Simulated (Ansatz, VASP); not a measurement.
**AlN in VASP and in Ansatz**

Contents of INCAR:

```
SYSTEM = AlN
PREC     = Accurate       ! precision mode
ENCUT    = 520            ! plane-wave cutoff, eV
EDIFF    = 1E-6           ! SCF threshold, eV
ISMEAR   = 0              ! smearing method
SIGMA    = 0.05           ! smearing width, eV
LREAL    = .FALSE.        ! projectors in reciprocal space
LASPH    = .TRUE.         ! aspherical terms in the spheres
NELM     = 100            ! most SCF steps
ALGO     = Normal         ! electronic algorithm
ISIF     = 2              ! what is computed and relaxed
LWAVE    = .FALSE.        ! write WAVECAR
LCHARG   = .FALSE.        ! write CHGCAR
GGA      = PE             ! functional
NBANDS   = 26             ! bands
```

Contents of KPOINTS:

```
Automatic mesh
0
G
  8 6 4
  0 0 0
```

Contents of POSCAR:

```
AlN
1.0
   -1.6567491617      2.8695737234      0.0000000000
    0.0000000000      0.0000000000      4.1874629526
    4.9702474850      2.8695737234      0.0000000000
Al N
4 4
Direct
    0.5278371657      0.7500000000      0.2266474225
    0.0000000000      0.7500000000      0.6666666667
    0.0000000000      0.2500000000      0.3333333333
    0.5000000000      0.2500000000      0.8333333333
    0.5000000000      0.2500000000      0.1666666667
    0.0000000000      0.2500000000      0.6666666667
    0.0000000000      0.7500000000      0.3333333333
    0.5000000000      0.7500000000      0.8333333333
```

Input for Ansatz:

```yaml
crystal:
  lattice:
    - [-1.6567491617, 2.8695737234, 0.0]
    - [0.0, 0.0, 4.1874629526]
    - [4.970247485, 2.8695737234, 0.0]
  atoms:
    - { symbol: Al, position: [0.5278371657, 0.75, 0.2266474225] }
    - { symbol: Al, position: [0.0, 0.75, 0.6666666667] }
    - { symbol: Al, position: [0.0, 0.25, 0.3333333333] }
    - { symbol: Al, position: [0.5, 0.25, 0.8333333333] }
    - { symbol: "N", position: [0.5, 0.25, 0.1666666667] }
    - { symbol: "N", position: [0.0, 0.25, 0.6666666667] }
    - { symbol: "N", position: [0.0, 0.75, 0.3333333333] }
    - { symbol: "N", position: [0.5, 0.75, 0.8333333333] }
basis:
  ecutwfc: 420
kpoints:
  mp_grid: { grid: [8, 6, 4] }
hamiltonian:
  xc: pbe
  pseudopotentials: { kind: paw, azcp: { folder: soft_1 } }
scf:
  occupations: { method: gaussian, width: 0.05 }
output:
  forces: true
  stress: true
  eigenvalues: true
```

Alike in both runs: task single point; functional PBE; k mesh 8 × 6 × 4; occupations gaussian, width 0.05 eV; no spin polarisation.

|  | VASP | Ansatz |
| --- | --- | --- |
| version | VASP 6.6.1 | Ansatz 0.2.0 |
| potentials or method | VASP PAW PBE potentials, release 64 (Al, N), cutoff 520 eV | scalar-relativistic, plane waves, PAW |
| valence electrons in the cell | 32 | 32 |

```csv
,VASP,Ansatz,Ansatz less VASP
gap on the k mesh at the Fermi level (eV),2.77,2.76,-0.008
least direct gap on the mesh (eV),2.77,2.76,-0.008
pressure (GPa),4.1,4.3,+0.15
"traceless stress, the component that is largest in VASP (GPa)",9.24,9.25,+0.018
rms of the force components (eV/Å),1.596,1.592,-0.0041
```

Atom by atom the forces differ by 0.006 eV/Å (rms over components).
